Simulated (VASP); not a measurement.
Set up this calculation in VASP 6.6.1, as the native input.

```
Task                   : single point
Functional             : PBE
Potentials or basis    : VASP PAW PBE potentials, release 64 (Te)
Cutoff                 : 520 eV
k mesh                 : 14 × 10 × 6
Occupations            : gaussian, width 0.1 eV
Spin                   : no spin polarisation
Dipole correction      : no
Further INCAR settings : ALGO = Normal; EDIFF = 1e-07; NBANDS = 20
```

The structure of Te lies in POSCAR:

```
Te
1.0
    3.2065957500      0.0000000000      0.0000000000
    0.0000000000      4.5164634220      0.0000000000
    0.0000000000      0.0000000000      9.0502659579
Te
4
Direct
    0.5000000000      0.5012944111      0.7600003708
    0.5000000000      0.4987055889      0.2600003708
    0.5000000000      0.9996187085      0.0099996292
    0.5000000000      0.0003812915      0.5099996292
```

This isn't the form of Te at room conditions, which is trigonal, of chains.

These files were run (other wordings do the same):

INCAR

```
PREC = Accurate ; ENCUT = 520
EDIFF = 1E-7 ; ISMEAR = 0
SIGMA = 0.1 ; LREAL = False
LASPH = True ; NELM = 100
ALGO = Normal ; ISIF = 2
LWAVE = False ; LCHARG = False
GGA = PE ; NBANDS = 20
```

KPOINTS

```
Automatic mesh
0
Gamma
  14 10 6
```

Potentials or basis: VASP PAW PBE potentials, release 64 (Te).

Run with:

```bash
$ cat potpaw_PBE.64/Te/POTCAR > POTCAR
$ mpirun -np 1 vasp_std > vasp.out
```

Results of the run:

```yaml
Pressure: 0.0 GPa
Band_gap_on_the_k_mesh: zero (bands 12 and 13 overlap by 3.83 eV)
```

Caveat: spin-orbit coupling is left out, which moves the levels of the heavy elements.

Wall time 4.6 min on 1 thread of Intel(R) Xeon(R) Platinum 8259CL CPU @ 2.50GHz (Skylake/Cascade Lake), with other jobs on the host, peak memory 0.5 GiB.
